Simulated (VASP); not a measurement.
# FeCo (Pm-3m) in VASP: single point with LDA

Aim: the single point of FeCo with LDA.

Everything below comes from runs of VASP 6.6.1. Logs are shortened: lines on timing, memory, paths and dates and some standing lists are left out, and cuts for length are marked.

## (1) The cell of the first run

Symmetry: Pm-3m, No. 221, cubic system. Conventional cell: a = 2.765 Å, b = 2.765 Å, c = 2.765 Å, α = 90.00°, β = 90.00°, γ = 90.00°. Fe (site symmetry m-3m) has 8 Co at 2.39 Å and 6 Fe at 2.77 Å within 3.2 Å. Within 3.2 Å of Co (site symmetry m-3m) lie 8 Fe at 2.39 Å and 6 Co at 2.77 Å.

## (2) Single point, LDA, collinear spin, ferromagnetic start

Input file POSCAR:

```
FeCo
1.0
    2.7654090957      0.0000000000      0.0000000000
    0.0000000000      2.7654090957      0.0000000000
    0.0000000000      0.0000000000      2.7654090957
Fe Co
1 1
Direct
    0.5000000000      0.5000000000      0.5000000000
    0.0000000000      0.0000000000      0.0000000000
```

Input file INCAR.step1:

```
SYSTEM = FeCo
PREC = Accurate
ENCUT = 520
EDIFF = 1E-6
ISMEAR = 0
SIGMA = 0.05
LREAL = .False.
LASPH = .True.
NELM = 200
ALGO = Normal
ISIF = 2
LWAVE = .False.
LCHARG = .True.
ISPIN = 2
MAGMOM = 2.86 1.94
LMAXMIX = 4
NBANDS = 20
GGA_COMPAT = .False.
NEDOS = 2001
LORBIT = 11
```

Input file KPOINTS.step1:

```
Automatic mesh
0
Gamma
  16 16 16
  0 0 0
```

Input file INCAR.step2:

```
SYSTEM = FeCo
PREC = Accurate
ENCUT = 520
EDIFF = 1E-6
ISMEAR = -5
SIGMA = 0.05
LREAL = .False.
LASPH = .True.
NELM = 200
ALGO = Normal
ISIF = 2
LWAVE = .False.
LCHARG = .False.
ISPIN = 2
MAGMOM = 2.86 1.94
LORBIT = 10
LMAXMIX = 4
NEDOS = 2001
ICHARG = 11
GGA_COMPAT = .False.
```

Input file KPOINTS.step2:

```
Automatic mesh
0
Gamma
  24 24 24
  0 0 0
```

Potentials or basis: VASP PAW LDA potentials, release 64 (Fe, Co).

The run is started by

```
$ cat potpaw_LDA.64/Fe/POTCAR potpaw_LDA.64/Co/POTCAR > POTCAR
$ cp INCAR.step1 INCAR
$ cp KPOINTS.step1 KPOINTS
$ mpirun -np 1 vasp_std > vasp.out
$ cp INCAR.step2 INCAR
$ cp KPOINTS.step2 KPOINTS
$ mpirun -np 1 vasp_std > vasp.out
```

OUTCAR:

```text
SYSTEM = FeCo
   PREC = Accurate
   ENCUT = 520
   EDIFF = 1E-6
   ISMEAR = -5
   LREAL = .False.
   LASPH = .True.
   NELM = 200
   ISIF = 2
   ISPIN = 2
   LORBIT = 10
   ICHARG = 11

 ion  position               nearest neighbor table
   1  0.500  0.500  0.500-   2 2.39   2 2.39   2 2.39   2 2.39   2 2.39   2 2.39   2 2.39   2 2.39

   2  0.000  0.000  0.000-   1 2.39   1 2.39   1 2.39   1 2.39   1 2.39   1 2.39   1 2.39   1 2.39

  LATTYP: Found a simple cubic cell.
 ALAT       =     2.7654090957

  Lattice vectors:

 A1 = (   2.7654090957,   0.0000000000,   0.0000000000)
 A2 = (   0.0000000000,   2.7654090957,   0.0000000000)
 A3 = (   0.0000000000,   0.0000000000,   2.7654090957)

Analysis of symmetry for initial positions (statically):
=====================================================================
 Subroutine PRICEL returns:
 Original cell was already a primitive cell.

 Routine SETGRP: Setting up the symmetry group for a
 simple cubic supercell.

 Subroutine GETGRP returns: Found 48 space group operations
 (whereof 48 operations were pure point group operations)
 out of a pool of 48 trial point group operations.

The static configuration has the point symmetry O_h .

Analysis of symmetry for dynamics (positions and initial velocities):
=====================================================================
 Subroutine PRICEL returns:
 Original cell was already a primitive cell.

 Routine SETGRP: Setting up the symmetry group for a
 simple cubic supercell.

 Subroutine GETGRP returns: Found 48 space group operations
 (whereof 48 operations were pure point group operations)
 out of a pool of 48 trial point group operations.

The dynamic configuration has the point symmetry O_h .

Analysis of structural, dynamic, and magnetic symmetry:
=====================================================================
 Subroutine PRICEL returns:
 Original cell was already a primitive cell.

 Routine SETGRP: Setting up the symmetry group for a
 simple cubic supercell.

 Subroutine GETGRP returns: Found 48 space group operations
 (whereof 48 operations were pure point group operations)
 out of a pool of 48 trial point group operations.

The overall configuration has the point symmetry O_h .

 Subroutine INISYM returns: Found 48 space group operations
 (whereof 48 operations are pure point group operations),
 and found     1 'primitive' translations

----------------------------------------------------------------------------------------

                                     Primitive cell

  volume of cell :      21.1484

  direct lattice vectors                    reciprocal lattice vectors
     2.765409096  0.000000000  0.000000000     0.361610151  0.000000000  0.000000000
     0.000000000  2.765409096  0.000000000     0.000000000  0.361610151  0.000000000
     0.000000000  0.000000000  2.765409096     0.000000000  0.000000000  0.361610151

  length of vectors
     2.765409096  2.765409096  2.765409096     0.361610151  0.361610151  0.361610151

  position of ions in fractional coordinates (direct lattice)
     0.500000000  0.500000000  0.500000000
     0.000000000  0.000000000  0.000000000

  ion indices of the primitive-cell ions
   primitive index   ion index
                 1           1
                 2           2

----------------------------------------------------------------------------------------

 KPOINTS: Automatic mesh

Automatic generation of k-mesh.
 Grid dimensions read from file:
 generate k-points for:   24   24   24

 Generating k-lattice:

  Cartesian coordinates                     Fractional coordinates (reciprocal lattice)
     0.015067090  0.000000000  0.000000000     0.041666667  0.000000000  0.000000000
     0.000000000  0.015067090  0.000000000     0.000000000  0.041666667  0.000000000
     0.000000000  0.000000000  0.015067090     0.000000000  0.000000000  0.041666667

  Length of vectors
     0.015067090  0.015067090  0.015067090

  Shift w.r.t. Gamma in fractional coordinates (k-lattice)
     0.000000000  0.000000000  0.000000000

 TETIRR: Found   6890 inequivalent tetrahedra from    82944

 Subroutine IBZKPT returns following result:
 ===========================================

 Found    455 irreducible k-points:

 Following reciprocal coordinates:
            Coordinates               Weight
[... 37 lines left out ...]
   ISPIN  =      2    spin polarized calculation?
   LNONCOLLINEAR =      F non collinear calculations
   LSORBIT =      F    spin-orbit coupling
   LASPH  =      T    aspherical Exc in radial PAW
   ENCUT  =  520.0 eV  38.22 Ry    6.18 a.u.   5.14  5.14  5.14*2*pi/ulx,y,z
   NELM   =    200;   NELMIN=  2; NELMDL=  0     # of ELM steps
   EDIFF  = 0.1E-05   stopping-criterion for ELM
   LREAL  =      F    real-space projection
   EDIFFG = 0.1E-04   stopping-criterion for IOM
   NSW    =      0    number of steps for IOM
   IBRION =     -1    ionic relax: 0-MD 1-quasi-New 2-CG
   NFREE  =      0    steps in history (QN), initial steepest desc. (CG)
   ISIF   =      2    stress and relaxation
   ISYM   =      2    0-nonsym 1-usesym 2-fastsym
   POTIM  = 0.5000    time-step for ionic-motion
   TEBEG  =    0.0;   TEEND  =   0.0 temperature during run
   PSTRESS=    0.0 pullay stress
   NELECT =      17.0000    total number of electrons
   NUPDOWN=      -1.0000    fix difference up-down
   EMIN   =  10.00;   EMAX   =-10.00  energy-range for DOS
   EFERMI =   0.00;   METHOD = LEGACY
   ISMEAR =    -5;   SIGMA  =   0.05  broadening in eV -4-tet -1-fermi 0-gaus
   EFERMI_NEDOS =   21; number of points for ismear=-14 and -15
   IALGO  =     38    algorithm
   IMIX   =      4    mixing-type and parameters
     AMIX     =   0.40;   BMIX     =  1.00
     AMIX_MAG =   1.60;   BMIX_MAG =  1.00
  volume/ion in A,a.u.               =      10.57        71.36
  Fermi-wavevector in a.u.,A,eV,Ry     =   1.522177  2.876497 31.524999  2.317022
  Thomas-Fermi vector in A             =   2.630792
   LORBIT       =     10    0 simple, 1 ext, 2 COOP (PROOUT), +10 PAW based schemes
   GGA     = CA    functional components
   LHFCALC =     F    Hartree Fock is set to
   AEXX    =    0.0000 exact exchange contribution
   IVDW    =     0    specifies the selected vdW correction
   LEPSILON=     F    determine dielectric tensor
   LRPA    =     F    only Hartree local field effects (RPA)
 spin polarized calculation
 Fermi weights with tetrahedron method with Bloechl corrections
  energy-cutoff  :      520.00
  volume of cell :       21.15
 maximum number of plane-waves:       587
 NGX is ok and might be reduce to    24

 number of electron      17.0000001 magnetization       4.2929752

 Free energy of the ion-electron system (eV)
  ---------------------------------------------------
  ext. energy  EPLUGINS =         0.00000000
  ---------------------------------------------------
  free energy    TOTEN  =       -17.27357779 eV

  energy without entropy =      -17.27357779  energy(sigma->0) =      -17.27357779

 E-fermi :   8.8064     XC(G=0): -13.8506

 val. band max:        8.9122751350   @ k =   0.5000   0.5000   0.0417
 cond. band min:       8.6711911060   @ k =   0.5000   0.5000   0.0000
 fundamental gap:     -0.2410840290
 Fermi energy:         8.8063929708

 spin component 1

 k-point     1 :       0.0000    0.0000    0.0000
  band No.  band energies     occupation
      1      -0.6721      1.00000
      2       3.1740      1.00000
      3       3.1740      1.00000
      4       5.7549      1.00000
      5       5.7549      1.00000
      6       5.7550      1.00000
      7       7.1639      1.00000
      8       7.1639      1.00000
      9       8.3027      1.00000
     10       8.3027      1.00000
     11       8.3027      1.00000
     12      18.4908      0.00000
     13      18.4908      0.00000
     14      18.4908      0.00000
[... 379 lines left out ...]
      3       4.8645      1.00000
      4       5.3757      1.00000
      5       6.0178      1.00000
      6       6.1464      1.00000
      7       6.2909      1.00000
      8       6.3945      1.00000
      9       6.8940      1.00000
     10       7.2619      1.00000
     11       8.0922      1.00000
     12       9.0627     -0.06428
     13      24.2810      0.00000
     14      25.0486      0.00000

 [... further k-points ...]

 spin component 2

 k-point     1 :       0.0000    0.0000    0.0000
  band No.  band energies     occupation
      1      -0.2966      1.00000
      2       4.7158      1.00000
      3       4.7158      1.00000
      4       7.4877      1.00000
      5       7.4877      1.00000
      6       7.4877      1.00000
      7       9.4151      0.00000
      8       9.4151      0.00000
      9      10.4513      0.00000
     10      10.4513      0.00000
     11      10.4513      0.00000
     12      18.9604      0.00000
     13      18.9604      0.00000
     14      18.9604      0.00000
[... 379 lines left out ...]
      3       6.5564      1.00000
      4       7.2825      1.00000
      5       7.5423      1.00000
      6       7.7407      1.00000
      7       8.1347      1.00000
      8       8.4416      1.00000
      9       8.6838      0.93228
     10       9.5091      0.00000
     11       9.9464      0.00000
     12      11.0729      0.00000
     13      25.0894      0.00000
     14      25.8221      0.00000

 [... further k-points ...]

------------------------ aborting loop because EDIFF is reached ----------------------------------------

  FORCE on cell =-STRESS in cart. coord.  units (eV):
  Direction    XX          YY          ZZ          XY          YZ          ZX
  --------------------------------------------------------------------------------------
  -------------------------------------------------------------------------------------
  Total       -0.1240430     -0.1240430     -0.1240430      0.0000000      0.0000000      0.0000000
  in kB       -9.3973369     -9.3973369     -9.3973369      0.0000000      0.0000000      0.0000000
  external PRESSURE =      -9.3973369 kB  Pullay stress =       0.0000000 kB

 VOLUME and BASIS-vectors are now :
 -----------------------------------------------------------------------------
  energy-cutoff  :      520.00
  volume of cell :       21.15
      direct lattice vectors                 reciprocal lattice vectors
     2.765409096  0.000000000  0.000000000     0.361610151  0.000000000  0.000000000
     0.000000000  2.765409096  0.000000000     0.000000000  0.361610151  0.000000000
     0.000000000  0.000000000  2.765409096     0.000000000  0.000000000  0.361610151

 POSITION                                       TOTAL-FORCE (eV/Angst)
 -----------------------------------------------------------------------------------
      1.38270      1.38270      1.38270         0.000000      0.000000      0.000000
      0.00000      0.00000      0.00000         0.000000      0.000000      0.000000
 -----------------------------------------------------------------------------------
    total drift:                                0.000000      0.000000     -0.000000

  FREE ENERGIE OF THE ION-ELECTRON SYSTEM (eV)
  ---------------------------------------------------
  free  energy   TOTEN  =       -17.2735777943 eV

  energy  without entropy=      -17.2735777943  energy(sigma->0) =      -17.27357779

 total charge

# of ion       s       p       d       tot
------------------------------------------
    1        0.504   0.589   6.262   7.355
    2        0.520   0.571   7.314   8.405
--------------------------------------------------
tot          1.024   1.160  13.576  15.760

 magnetization (x)

# of ion       s       p       d       tot
------------------------------------------
    1       -0.006  -0.030   2.570   2.534
    2       -0.005  -0.034   1.726   1.687
--------------------------------------------------
tot         -0.011  -0.063   4.296   4.221
```

Run time: 3.3 min. Hardware: 1 thread of Intel Xeon 8259CL, shared host; peak memory 0.36 GiB.

Results:

```yaml
Net_moment: 4.29 μB per cell
Site_moments: Fe +2.53; Co +1.69 μB
Valence_electrons_inside_the_program's_atomic_spheres: Fe 7.36; Co 8.40
```

Levels at points of the mesh, in eV from the Fermi level:
Spin up:
| k point | band 9 | band 10 | band 11 | band 12 | band 13 | band 14 |
| --- | --- | --- | --- | --- | --- | --- |
| (0.00, 0.00, 0.00) | -0.50 | -0.50 | -0.50 | 9.68 | 9.68 | 9.68 |
| (0.50, 0.00, 0.00) | -1.90 | -1.71 | -0.54 | -0.07 | 17.07 | 17.18 |
| (0.50, 0.50, 0.00) | -0.22 | -0.22 | -0.14 | -0.14 | 6.99 | 7.21 |
| (0.50, 0.50, 0.50) | -1.20 | -1.20 | 8.33 | 8.33 | 8.33 | 8.42 |
Spin down:
```tsv
k point	band 3	band 4	band 5	band 6	band 7	band 8	band 9	band 10
(0.00, 0.00, 0.00)	-4.09	-1.32	-1.32	-1.32	0.61	0.61	1.64	1.64
(0.50, 0.00, 0.00)	-2.11	-1.53	-1.21	-1.21	-0.43	-0.43	-0.38	0.63
(0.50, 0.50, 0.00)	-2.58	-2.58	0.24	0.24	0.34	0.35	0.71	1.37
(0.50, 0.50, 0.50)	-2.80	-2.47	-2.47	-2.47	0.39	0.39	1.42	1.42
```

Caveat: tetrahedron occupations give inexact forces and stress in metals.
